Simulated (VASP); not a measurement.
Runs of VASP 6.6.1 on AlGa3P4. The structure is that of space group P-4m2 (No. 115), or close to it. The cells are those of the table. 

```csv
cell,k mesh,smearing,gap on the mesh (eV),pressure (GPa),largest force (eV/Å)
"a = 3.909, b = 3.916, c = 10.929 Å, 8 atoms",4 × 4 × 2,gaussian 0.1 eV,1.57,-0.1,0.02
"a = 3.896, b = 3.896, c = 11.007 Å, 8 atoms",4 × 4 × 2,gaussian 0.1 eV,1.61,(a),0.02
"a = 3.896, b = 3.896, c = 11.007 Å, 8 atoms",8 × 8 × 4,gaussian 0.02 eV,1.62,0.0,-
"a = 3.895, b = 3.895, c = 11.008 Å, 8 atoms",8 × 8 × 4,gaussian 0.01 eV,1.62,0.0,0.01
"a = 3.913, b = 3.913, c = 10.921 Å, 8 atoms",4 × 4 × 2,gaussian 0.1 eV,1.57,0.0,0.01
```

Alike in all rows: task single point; level PBE; potentials or basis VASP PAW PBE potentials, release 64 (Al, Ga_d, P); no spin polarisation; cutoff (eV) 520.

Estimate the missing entries.

(a) 0.1.

A k mesh can miss the band edges, and the runs leave out spin-orbit coupling on Ga.
